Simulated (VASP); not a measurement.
# O: single point with PBEsol

O:

```
CELL_PARAMETERS angstrom
1.78247 0.00000 0.00000
0.00000 1.78247 0.00000
0.00000 0.00000 1.78247
ATOMIC_POSITIONS crystal
O 0.00000 0.00000 0.00000
```

This cell differs from its parent crystal: volume scaled by 0.75.

- Program: VASP 6.6.1
- Task: single point
- Functional: PBEsol
- Potentials or basis: VASP PAW PBE potentials, release 64 (O)
- Cutoff: 600 eV
- k mesh: 16 × 16 × 16
- Occupations: fermi-dirac, width 0.05 eV
- Spin: no spin polarisation
- Dipole correction: no
- Further INCAR settings: ALGO = Normal; EDIFF = 1e-06; NBANDS = 9

```
Pressure               : 107.9 GPa
Band gap on the k mesh : zero (band 3 reaches 11.10 eV, above the bottom of band 4 at 2.50 eV)
```

Levels at points of the mesh, in eV from the Fermi level:
```
           k point  band 1  band 2  band 3  band 4  band 5  band 6
(0.00, 0.00, 0.00)  -27.16    1.50    1.50    1.50   20.43   29.04
(0.50, 0.00, 0.00)  -21.35  -12.71    3.14    3.14   24.61   31.80
(0.50, 0.50, 0.00)  -16.08   -8.57   -8.57    4.47   11.86   36.93
(0.50, 0.50, 0.50)  -11.20   -5.46   -5.46   -5.46   21.11   21.11
```

It took 4.8 s on 1 thread of Intel Xeon 6455B, with other jobs on the host, peak memory 0.11 GiB.

Caveat: the PAW data sets were made with another functional, which shifts forces and pressure a little.
